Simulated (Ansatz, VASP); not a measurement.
# Be4C in VASP and in Ansatz

```
Be C
1.0
    -2.21916    2.21916    1.89123
     2.21916   -2.21916    1.89123
     2.21916    2.21916   -1.89123
Be C
4 1
Direct
  0.58208 0.08208 0.16416
  0.91792 0.41792 0.83584
  0.08208 0.91792 0.50000
  0.41792 0.58208 0.50000
  0.00000 0.00000 0.00000
```

Alike in both runs: functional PBE; k mesh 14 × 14 × 14; occupations gaussian, width 0.1 eV; no spin polarisation.

Ansatz relaxed the structure, and its values are those at the end. VASP's run is a single point on that final structure, the one shown.

|  | VASP | Ansatz |
| --- | --- | --- |
| version | VASP 6.6.1 | Ansatz 0.2.0 |
| potentials or method | VASP PAW PBE potentials, release 64 (Be, C), cutoff 520 eV | scalar-relativistic, plane waves, PAW |
| valence electrons in the cell | 12 | 12 |

Ansatz gave:

| Quantity | Value |
| --- | --- |
| gap on the k mesh at the Fermi level (eV) | none |
| pressure (GPa) | 0.0 |

**Question.** Which values does VASP return?

**Answer.** gap on the k mesh at the Fermi level (eV): none; pressure (GPa): 0.2.

A gap of «none» marks a metal or a gap that the smearing closes.
